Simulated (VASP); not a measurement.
A run of VASP 6.6.1 is set up as follows.

The input INCAR:

```
SYSTEM = Li2Se
PREC = Accurate
ENCUT = 750
EDIFF = 1E-6
ISMEAR = 0
SIGMA = 0.05
LREAL = .False.
LASPH = .True.
NELM = 120
ALGO = Normal
ISIF = 2
LWAVE = .False.
LCHARG = .False.
GGA = PE
ISYM = 0
NBANDS = 13
GGA_COMPAT = .False.
```

The input KPOINTS:

```
Automatic mesh
0
Gamma
  10 10 10
  0 0 0
```

Contents of POSCAR:

```
Li2Se
1.0
    0.0000000000      3.0031987222      3.0031987222
    3.0031987222      0.0000000000      3.0031987222
    3.0031987222      3.0031987222      0.0000000000
Li Se
2 1
Direct
    0.2500000000      0.2500000000      0.2500000000
    0.7500000000      0.7500000000      0.7500000000
    0.0000000000      0.0000000000      0.0000000000
```

Potentials or basis: VASP PAW PBE potentials, release 64 (Li_sv, Se).

The run is started by

```bash
$ cat potpaw_PBE.64/Li_sv/POTCAR potpaw_PBE.64/Se/POTCAR > POTCAR
$ mpirun -np 1 vasp_std > vasp.out
```

(1) Estimate the band gap on the k mesh.

(2) What does it give for the pressure?

Answers

(1) 2.98 eV, indirect (least direct gap 3.38 eV).

(2) -0.1 GPa.
